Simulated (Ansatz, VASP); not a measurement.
# One calculation of RhN, two programs

The input INCAR:

```
SYSTEM = RhN
  PREC = Accurate
  ENCUT = 520
  EDIFF = 1E-6
  ISMEAR = 0
  SIGMA = 0.05
  LREAL = .FALSE.
  LASPH = .TRUE.
  NELM = 80
  ALGO = Normal
  ISIF = 2
  LWAVE = .FALSE.
  LCHARG = .FALSE.
  GGA = PS
  NBANDS = 17
```

File KPOINTS:

```
Automatic mesh
0
G
  12 12 12
  0 0 0
```

POSCAR

```
RhN
1.0
    0.0000000000      2.2995982485      2.2995982485
    2.2995982485      0.0000000000      2.2995982485
    2.2995982485      2.2995982485      0.0000000000
Rh N
1 1
Direct
    0.0000000000      0.0000000000      0.0000000000
    0.2500000000      0.2500000000      0.2500000000
```

Input for Ansatz:

```yaml
crystal:
  lattice:
    - [0.0, 2.2995982485, 2.2995982485]
    - [2.2995982485, 0.0, 2.2995982485]
    - [2.2995982485, 2.2995982485, 0.0]
  atoms:
    - { symbol: Rh, position: [0.0, 0.0, 0.0] }
    - { symbol: "N", position: [0.25, 0.25, 0.25] }
basis:
  ecutwfc: 420
  ecutrho_ratio: 4
kpoints:
  mp_grid: { grid: [12, 12, 12] }
hamiltonian:
  xc: pbesol
scf:
  occupations: { method: gaussian, width: 0.05 }
output:
  forces: true
  stress: true
  eigenvalues: true
  populations: true
```

Alike in both runs: task single point; functional PBEsol; k mesh 12 × 12 × 12; occupations gaussian, width 0.05 eV; no spin polarisation.

```csv
,VASP,Ansatz
version,VASP 6.6.1,Ansatz 0.2.0
potentials or method,"VASP PAW PBE potentials, release 64 (Rh_pv, N), cutoff 520 eV","scalar-relativistic, plane waves, PAW"
valence electrons in the cell,20,22
```

```csv
,VASP,Ansatz,Ansatz less VASP
gap on the k mesh at the Fermi level (eV),none,none,-
pressure (GPa),-8.5,-8.4,+0.16
```

VASP's potentials were made for PBE, not for PBEsol. A gap of «none» marks a metal or a gap that the smearing closes. VASP's potentials hold 20 valence electrons a cell and Ansatz's 22, so a difference there can come from the potentials and not from the codes.
